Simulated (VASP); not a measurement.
# ZnO in VASP: single point with PBE

Aim: the single point of ZnO with PBE.

Program: VASP 6.6.1. These are calculated values, not measurements. Logs are shortened: lines on timing, memory, paths and dates and some standing lists are left out, and cuts for length are marked.

## (1) The cell of the first run

The cell holds a slab with vacuum, 12 atoms: a = 5.534 Å, b = 6.020 Å, c = 17.393 Å, α = 90.00°, β = 90.00°, γ = 117.36°.

## (2) Single point, PBE

INCAR reads:

```
SYSTEM = ZnO
PREC = Accurate
ENCUT = 520
EDIFF = 1E-7
ISMEAR = -1
SIGMA = 0.05
LREAL = .FALSE.
LASPH = .TRUE.
NELM = 100
ALGO = Normal
ISIF = 2
LWAVE = .FALSE.
LCHARG = .FALSE.
GGA = PE
NBANDS = 66
```

KPOINTS reads:

```
Automatic mesh
0
G
  2 2 1
  0 0 0
```

POSCAR reads:

```
ZnO
1.0
    5.5339020000      0.0000000000      0.0000000000
   -2.7669510000      5.3469200000      0.0000000000
    0.0000000000      0.0000000000     17.3926410000
Zn O
6 6
Direct
    0.3333271894      0.0000000000      0.0574955810
    0.7309965546      0.6018044033      0.0316570669
    1.0282795512     -0.2342657081      0.1806511156
    1.0170040914      0.3342672043      0.0359807346
    0.7575255681      0.1216401218      0.2048165083
    0.4038769844      0.4381774928      0.1859292099
    0.3708257020      0.5606218159      0.0678850325
    0.6625925995      0.2713898843      0.0268101894
    0.9977862072      0.8915412985      0.0160240184
    1.0317148501      0.4541493046      0.1781903047
    0.7262727924      0.7901558280      0.2118367188
    0.4022274017      0.1276809827      0.1907760874
```

Potentials or basis: VASP PAW PBE potentials, release 64 (Zn, O).

On the command line:

```
> cat potpaw_PBE.64/Zn/POTCAR potpaw_PBE.64/O/POTCAR > POTCAR
> mpirun -np 1 vasp_std > vasp.out
```

OUTCAR:

```text
SYSTEM = ZnO
   PREC = Accurate
   ENCUT = 520
   EDIFF = 1E-7
   ISMEAR = -1
   LREAL = .FALSE.
   LASPH = .TRUE.
   NELM = 100
   ISIF = 2
   GGA = PE

 ion  position               nearest neighbor table
   1  0.333  0.000  0.057-   9 1.81   8 1.88  12 2.42   3 2.69
   2  0.731  0.602  0.032-   9 1.71   8 1.85   7 1.99   4 2.73   3 2.98
   3  0.028  0.766  0.181-  11 1.83  10 1.89  12 2.22   1 2.69   2 2.98
   4  0.017  0.334  0.036-   8 1.83   7 1.88   2 2.73
   5  0.758  0.122  0.205-  11 1.93  10 1.93  12 2.00
   6  0.404  0.438  0.186-  12 1.87  11 2.10  10 2.11   7 2.22
   7  0.371  0.561  0.068-   4 1.88   2 1.99   6 2.22
   8  0.663  0.271  0.027-   4 1.83   2 1.85   1 1.88
   9  0.998  0.892  0.016-   2 1.71   1 1.81
  10  0.032  0.454  0.178-   3 1.89   5 1.93   6 2.11
  11  0.726  0.790  0.212-   3 1.83   5 1.93   6 2.10
  12  0.402  0.128  0.191-   6 1.87   5 2.00   3 2.22   1 2.42

  LATTYP: Found a base centered orthorhombic cell.
 ALAT       =     5.5339020000
 B/A-ratio  =     1.9324230895
 C/A-ratio  =     3.1429253716

  Lattice vectors:

 A1 = (   2.7669510000,  -5.3469200000,   0.0000000000)
 A2 = (   2.7669510000,   5.3469200000,   0.0000000000)
 A3 = (   0.0000000000,   0.0000000000,  17.3926410000)

Analysis of symmetry for initial positions (statically):
=====================================================================
 Subroutine PRICEL returns:
 Original cell was already a primitive cell.

 Routine SETGRP: Setting up the symmetry group for a
 base centered orthorhombic supercell.

 Subroutine GETGRP returns: Found  1 space group operations
 (whereof  1 operations were pure point group operations)
 out of a pool of  8 trial point group operations.

The static configuration has the point symmetry C_1 .

Analysis of symmetry for dynamics (positions and initial velocities):
=====================================================================
 Subroutine PRICEL returns:
 Original cell was already a primitive cell.

 Routine SETGRP: Setting up the symmetry group for a
 base centered orthorhombic supercell.

 Subroutine GETGRP returns: Found  1 space group operations
 (whereof  1 operations were pure point group operations)
 out of a pool of  8 trial point group operations.

The dynamic configuration has the point symmetry C_1 .

 Subroutine INISYM returns: Found  1 space group operations
 (whereof  1 operations are pure point group operations),
 and found     1 'primitive' translations

----------------------------------------------------------------------------------------

                                     Primitive cell

  volume of cell :     514.6366

  direct lattice vectors                    reciprocal lattice vectors
     5.533902000  0.000000000  0.000000000     0.180704320  0.093511779  0.000000000
    -2.766951000  5.346920000  0.000000000     0.000000000  0.187023557  0.000000000
     0.000000000  0.000000000 17.392641000     0.000000000  0.000000000  0.057495581

  length of vectors
     5.533902000  6.020429497 17.392641000     0.203466224  0.187023557  0.057495581

  position of ions in fractional coordinates (direct lattice)
     0.333327189  0.000000000  0.057495581
     0.730996555  0.601804403  0.031657067
     0.028279551  0.765734292  0.180651116
     0.017004091  0.334267204  0.035980735
     0.757525568  0.121640122  0.204816508
     0.403876984  0.438177493  0.185929210
     0.370825702  0.560621816  0.067885033
     0.662592600  0.271389884  0.026810189
     0.997786207  0.891541299  0.016024018
     0.031714850  0.454149305  0.178190305
     0.726272792  0.790155828  0.211836719
     0.402227402  0.127680983  0.190776087

  ion indices of the primitive-cell ions
   primitive index   ion index
                 1           1
                 2           2
                 3           3
                 4           4
                 5           5
                 6           6
                 7           7
                 8           8
                 9           9
                10          10
                11          11
                12          12

----------------------------------------------------------------------------------------

 KPOINTS: Automatic mesh

Automatic generation of k-mesh.
 Grid dimensions read from file:
 generate k-points for:    2    2    1

 Generating k-lattice:

  Cartesian coordinates                     Fractional coordinates (reciprocal lattice)
     0.090352160  0.046755889  0.000000000     0.500000000 -0.000000000  0.000000000
     0.000000000  0.093511779  0.000000000     0.000000000  0.500000000  0.000000000
     0.000000000  0.000000000  0.057495581     0.000000000  0.000000000  1.000000000

  Length of vectors
     0.101733112  0.093511779  0.057495581

  Shift w.r.t. Gamma in fractional coordinates (k-lattice)
     0.000000000  0.000000000  0.000000000

 Subroutine IBZKPT returns following result:
 ===========================================

 Found      4 irreducible k-points:

 Following reciprocal coordinates:
            Coordinates               Weight
  0.000000  0.000000  0.000000      1.000000
  0.500000  0.000000  0.000000      1.000000
  0.500000  0.500000  0.000000      1.000000
  0.000000  0.500000  0.000000      1.000000
   k-points           NKPTS =      4   k-points in BZ     NKDIM =      4   number of bands    NBANDS=     66
   number of dos      NEDOS =    301   number of ions     NIONS =     12
   total plane-waves  NPLWV = 282240
   dimension x,y,z NGX =    42 NGY =   48 NGZ =  140
   dimension x,y,z NGXF=    84 NGYF=   96 NGZF=  280
   ions per type =               6   6
   NGX,Y,Z   is equivalent  to a cutoff of  12.62, 13.25, 13.38 a.u.
   NGXF,Y,Z  is equivalent  to a cutoff of  25.23, 26.51, 26.76 a.u.
 SYSTEM =  ZnO
   PREC   = accura    normal or accurate (medium, high low for compatibility)
   ISTART =      0    job   : 0-new  1-cont  2-samecut
   ICHARG =      2    charge: 1-file 2-atom 10-const
   ISPIN  =      1    spin polarized calculation?
   LNONCOLLINEAR =      F non collinear calculations
   LSORBIT =      F    spin-orbit coupling
   LASPH  =      T    aspherical Exc in radial PAW
   ENCUT  =  520.0 eV  38.22 Ry    6.18 a.u.  10.29 11.19 32.34*2*pi/ulx,y,z
   NELM   =    100;   NELMIN=  2; NELMDL= -5     # of ELM steps
   EDIFF  = 0.1E-06   stopping-criterion for ELM
   LREAL  =      F    real-space projection
   EDIFFG = 0.1E-05   stopping-criterion for IOM
   NSW    =      0    number of steps for IOM
   IBRION =     -1    ionic relax: 0-MD 1-quasi-New 2-CG
   NFREE  =      0    steps in history (QN), initial steepest desc. (CG)
   ISIF   =      2    stress and relaxation
   ISYM   =      2    0-nonsym 1-usesym 2-fastsym
   POTIM  = 0.5000    time-step for ionic-motion
   TEBEG  =    0.0;   TEEND  =   0.0 temperature during run
   PSTRESS=    0.0 pullay stress
   NELECT =     108.0000    total number of electrons
   NUPDOWN=      -1.0000    fix difference up-down
   EMIN   =  10.00;   EMAX   =-10.00  energy-range for DOS
   EFERMI =   0.00;   METHOD = LEGACY
   ISMEAR =    -1;   SIGMA  =   0.05  broadening in eV -4-tet -1-fermi 0-gaus
   EFERMI_NEDOS =   21; number of points for ismear=-14 and -15
   IALGO  =     38    algorithm
   IMIX   =      4    mixing-type and parameters
     AMIX     =   0.40;   BMIX     =  1.00
     AMIX_MAG =   1.60;   BMIX_MAG =  1.00
  volume/ion in A,a.u.               =      42.89       289.41
  Fermi-wavevector in a.u.,A,eV,Ry     =   0.972857  1.838434 12.877255  0.946452
  Thomas-Fermi vector in A             =   2.103190
   LORBIT       =      0    0 simple, 1 ext, 2 COOP (PROOUT), +10 PAW based schemes
   GGA     = PE    functional components
   LHFCALC =     F    Hartree Fock is set to
   AEXX    =    0.0000 exact exchange contribution
   IVDW    =     0    specifies the selected vdW correction
   LEPSILON=     F    determine dielectric tensor
   LRPA    =     F    only Hartree local field effects (RPA)
 non-spin polarized calculation
  energy-cutoff  :      520.00
  volume of cell :      514.64
 maximum number of plane-waves:     13886
 NGX is ok and might be reduce to    42
   NGX = 21   NGY = 23   NGZ = 65

 number of electron     108.0000021 magnetization

 Free energy of the ion-electron system (eV)
  ---------------------------------------------------
  ext. energy  EPLUGINS =         0.00000000
  ---------------------------------------------------
  free energy    TOTEN  =       -48.26800168 eV

  energy without entropy =      -48.26795996  energy(sigma->0) =      -48.26798082

 E-fermi :  -3.1377     XC(G=0):  -3.8569

 val. band max:       -3.6259194360   @ k =   0.0000   0.0000   0.0000
 cond. band min:      -2.6642063865   @ k =   0.0000   0.0000   0.0000
 fundamental gap:      0.9617130495
 Fermi energy:        -3.1376597185

 k-point     1 :       0.0000    0.0000    0.0000
  band No.  band energies     occupation
      1     -21.4617      2.00000
      2     -20.8546      2.00000
      3     -20.8124      2.00000
      4     -20.3864      2.00000
      5     -20.3551      2.00000
      6     -19.8819      2.00000
[... 58 lines left out ...]
     65       3.3855      0.00000
     66       3.6516      0.00000

 k-point     2 :       0.5000    0.0000    0.0000
  band No.  band energies     occupation
      1     -21.3474      2.00000
      2     -20.9264      2.00000
      3     -20.6135      2.00000
      4     -20.5539      2.00000
      5     -20.4333      2.00000
      6     -19.8950      2.00000
[... 58 lines left out ...]
     65       3.3000      0.00000
     66       3.5149      0.00000

 k-point     3 :       0.5000    0.5000    0.0000
  band No.  band energies     occupation
      1     -21.3897      2.00000
      2     -20.8817      2.00000
      3     -20.5742      2.00000
      4     -20.5639      2.00000
      5     -20.4517      2.00000
      6     -19.9017      2.00000
[... 58 lines left out ...]
     65       3.3856      0.00000
     66       3.4193      0.00000

 k-point     4 :       0.0000    0.5000    0.0000
  band No.  band energies     occupation
      1     -21.3710      2.00000
      2     -20.9406      2.00000
      3     -20.6159      2.00000
      4     -20.5780      2.00000
      5     -20.3813      2.00000
      6     -19.8859      2.00000
[... 58 lines left out ...]
     65       3.3189      0.00000
     66       3.3809      0.00000

------------------------ aborting loop because EDIFF is reached ----------------------------------------

  FORCE on cell =-STRESS in cart. coord.  units (eV):
  Direction    XX          YY          ZZ          XY          YZ          ZX
  --------------------------------------------------------------------------------------
  -------------------------------------------------------------------------------------
  Total        2.9290171     -4.3099822     -0.0363985      1.7857444     -2.2809090     -3.3087069
  in kB        9.1186764    -13.4179254     -0.1133166      5.5594163     -7.1009730    -10.3007347
  external PRESSURE =      -1.4708552 kB  Pullay stress =       0.0000000 kB

 VOLUME and BASIS-vectors are now :
 -----------------------------------------------------------------------------
  energy-cutoff  :      520.00
  volume of cell :      514.64
      direct lattice vectors                 reciprocal lattice vectors
     5.533902000  0.000000000  0.000000000     0.180704320  0.093511779  0.000000000
    -2.766951000  5.346920000  0.000000000     0.000000000  0.187023557  0.000000000
     0.000000000  0.000000000 17.392641000     0.000000000  0.000000000  0.057495581

 POSITION                                       TOTAL-FORCE (eV/Angst)
 -----------------------------------------------------------------------------------
      1.84460      0.00000      1.00000         1.019186      0.376588      0.250671
      2.38010      3.21780      0.55060        -2.556393     -1.613824      0.418250
     -1.96225      4.09432      3.14200         1.165134      0.516589      0.594421
     -0.83080      1.78730      0.62580         1.229074      0.082865      0.773722
      3.85550      0.65040      3.56230        -0.410838     -0.210874     -0.260453
      1.02260      2.34290      3.23380        -1.039521      1.619575     -0.738071
      0.50090      2.99760      1.18070         0.240115     -0.063661     -0.860619
      2.91580      1.45110      0.46630         0.550021     -1.124287     -0.520168
      3.05480      4.76700      0.27870         0.609196      2.942652     -0.272487
     -1.08110      2.42830      3.09920         0.515950     -0.949691      0.890911
      1.83280      4.22490      3.68440        -1.213728      0.061031      0.210933
      1.87260      0.68270      3.31810        -0.108196     -1.636965     -0.487110
 -----------------------------------------------------------------------------------
    total drift:                                0.000374      0.000322     -0.001184

  FREE ENERGIE OF THE ION-ELECTRON SYSTEM (eV)
  ---------------------------------------------------
  free  energy   TOTEN  =       -48.2680016800 eV

  energy  without entropy=      -48.2679599598  energy(sigma->0) =      -48.26798082
```

It took 14 min on 1 thread of Intel Xeon 8259CL, shared host; peak memory 0.6 GiB.

What came out:

```yaml
Free_energy: -48.2680 eV
Largest_force: 3.052 eV/Å
Band_gap_on_the_k_mesh: 0.96 eV
```

Forces on the atoms (eV/Å):
```
Zn   1.019  0.377  0.251
Zn  -2.556 -1.614  0.418
Zn   1.165  0.517  0.594
Zn   1.229  0.083  0.774
Zn  -0.411 -0.211 -0.260
Zn  -1.040  1.620 -0.738
O    0.240 -0.064 -0.861
O    0.550 -1.124 -0.520
O    0.609  2.943 -0.272
O    0.516 -0.950  0.891
O   -1.214  0.061  0.211
O   -0.108 -1.637 -0.487
```

Caveat: the k points lie up to 0.64 Å⁻¹ apart; the atoms stand as in a frame of molecular dynamics; there is no dipole correction, which matters where the two faces differ.
